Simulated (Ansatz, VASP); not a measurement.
B: VASP beside Ansatz

Contents of INCAR:

```
  PREC = Accurate
  ENCUT = 500
  EDIFF = 1E-6
  ISMEAR = 0
  SIGMA = 0.1
  LREAL = False
  LASPH = True
  NELM = 120
  ALGO = Normal
  ISIF = 2
  LWAVE = False
  LCHARG = False
  GGA = PE
  NBANDS = 12
  GGA_COMPAT = False
```

KPOINTS

```
regular mesh
0
Gamma
  6 6 6
```

File POSCAR:

```
B
1.0
    0.0000000000      2.2077962200      2.2077962200
    2.2077962200      0.0000000000      2.2077962200
    2.2077962200      2.2077962200      0.0000000000
B
3
Direct
    0.2500000000      0.2500000000      0.2500000000
    0.7500000000      0.7500000000      0.7500000000
    0.5000000000      0.5000000000      0.5000000000
```

Input for Ansatz:

```yaml
crystal:
  lattice:
    - [0.0, 2.20779622, 2.20779622]
    - [2.20779622, 0.0, 2.20779622]
    - [2.20779622, 2.20779622, 0.0]
  atoms:
    - { symbol: B, position: [0.25, 0.25, 0.25] }
    - { symbol: B, position: [0.75, 0.75, 0.75] }
    - { symbol: B, position: [0.5, 0.5, 0.5] }
basis:
  ecutwfc: 420
kpoints:
  mp_grid: { grid: [6, 6, 6] }
hamiltonian:
  xc: pbe
scf:
  occupations: { method: gaussian, width: 0.1 }
  lower_state_search: "off"
output:
  forces: true
  stress: true
  eigenvalues: true
```

Alike in both runs: task single point; functional PBE; k mesh 6 × 6 × 6; occupations gaussian, width 0.1 eV; no spin polarisation.

|  | VASP | Ansatz |
| --- | --- | --- |
| version | VASP 6.6.1 | Ansatz 0.2.0 |
| potentials or method | VASP PAW PBE potentials, release 64 (B), cutoff 500 eV | scalar-relativistic, plane waves, PAW |
| valence electrons in the cell | 9 | 9 |

```tsv
	VASP	Ansatz	Ansatz less VASP
gap on the k mesh at the Fermi level (eV)	none	none	-
pressure (GPa)	-20.1	-20.1	+0.05
```

A gap of «none» marks a metal or a gap that the smearing closes. With one functional, cell and mesh, what is left measures potentials, basis and numerics.

The k mesh is coarse, so the values compare programs but aren't converged.
